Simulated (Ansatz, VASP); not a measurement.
## BN: VASP beside Ansatz

```xyz
4
Lattice="2.5440 0.0000 0.0000 -1.2720 2.2031 0.0000 0.0000 0.0000 4.1446" Properties=species:S:1:pos:R:3 pbc="T T T"
B     1.2720    0.7344    4.1438
B     0.0000    1.4688    2.0715
N     1.2720    0.7344    2.5912
N     0.0000    1.4688    0.5189
```

Change from the starting cell: strain +0.000 along x and y, -0.015 along z, atoms carried along.

Alike in both runs: task single point; functional r2SCAN; k mesh 12 × 12 × 6; occupations gaussian, width 0.05 eV; no spin polarisation.

|  | VASP | Ansatz |
| --- | --- | --- |
| version | VASP 6.6.1 | Ansatz 0.2.0 |
| potentials or method | VASP PAW PBE potentials, release 64 (B, N), cutoff 520 eV | scalar-relativistic, plane waves, PAW |
| valence electrons in the cell | 16 | 16 |

```csv
,VASP,Ansatz,Ansatz less VASP
gap on the k mesh at the Fermi level (eV),5.75,5.79,+0.035
least direct gap on the mesh (eV),8.96,8.98,+0.023
pressure (GPa),7.4,6.3,-1.18
"traceless stress, the component that is largest in VASP (GPa)",10.69,10.62,-0.067
rms of the force components (eV/Å),0.005,0.005,-0.0005
```

VASP's potentials were made for PBE, not for r2SCAN. Atom by atom the forces differ by 0.000 eV/Å (rms over components).
